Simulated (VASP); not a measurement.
Input of a VASP 6.6.1 run:

File INCAR:

```
PREC = Accurate
ENCUT = 520
EDIFF = 1E-6
ISMEAR = 0
SIGMA = 0.01
LREAL = False
LASPH = True
NELM = 60
ALGO = Normal
ISIF = 2
LWAVE = False
LCHARG = False
GGA = PS
NBANDS = 26
```

KPOINTS

```
Automatic mesh
0
Gamma
  6 6 6
```

POSCAR

```
GaP
1.0
    1.8897546782      1.0910501453      6.2545339495
   -1.8897546782      1.0910501453      6.2545339495
    0.0000000000     -2.1821012631      6.2545339495
Ga P
2 2
Direct
    0.4353720000      0.4353720000      0.4353720000
    0.5646280000      0.5646280000      0.5646280000
    0.0573890000      0.0573890000      0.0573890000
    0.9426110000      0.9426110000      0.9426110000
```

Potentials or basis: VASP PAW PBE potentials, release 64 (Ga_d, P).

Run with:

```sh
$ cat potpaw_PBE.64/Ga_d/POTCAR potpaw_PBE.64/P/POTCAR > POTCAR
$ mpirun -np 1 vasp_std > vasp.out
```

Q: Predict the band gap on the k mesh.

A: 0.71 eV, indirect (least direct gap 1.17 eV).

Q: What does it give for the pressure?

A: 3.9 GPa.

Q: Predict the largest force.

A: 0.337 eV/Å.

Forces on the atoms (eV/Å):
```
Ga   0.000  0.000  0.152
Ga   0.000  0.000 -0.152
P    0.000  0.000  0.337
P    0.000  0.000 -0.337
```

Caveat: the PAW data sets were made with another functional, which shifts forces and pressure a little. PBEsol gaps usually lie below the measured ones, often by a third to a half.
